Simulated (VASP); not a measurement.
BiB:

```xyz
2
Lattice="0.0549 2.7449 2.7449 2.7449 0.0549 2.7449 2.7998 2.7998 0.0000" Properties=species:S:1:pos:R:3 pbc="T T T"
B     0.0000    0.0000    0.0114
Bi    1.3999    1.3999    1.3611
```

This cell differs from its parent crystal: shear xy strain +4.0%.

Base run:

| Quantity | Value |
| --- | --- |
| Program | VASP 6.6.1 |
| Functional | PBE |
| Potentials or basis | VASP PAW PBE potentials, release 64 (B, Bi_d) |
| Cutoff | 520 eV |
| k mesh | 8 × 8 × 8 |
| Occupations | fermi-dirac, width 0.02 eV |
| Spin | no spin polarisation |

Its results: band gap on the k mesh 0.08 eV, indirect (least direct gap 0.09 eV); pressure 1.3 GPa; largest force 0.017 eV/Å.

Q: The run is repeated on the same cell with these changes: functional from PBE to r2SCAN. What comes out?

A: Band gap on the k mesh 0.17 eV, indirect (least direct gap 0.20 eV); pressure 0.0 GPa; largest force 0.004 eV/Å.

Caveats: spin-orbit coupling is left out, which moves the levels of the heavy elements; the PAW data sets were made with another functional, which shifts forces and pressure a little (some runs).

A k mesh can miss the band edges.
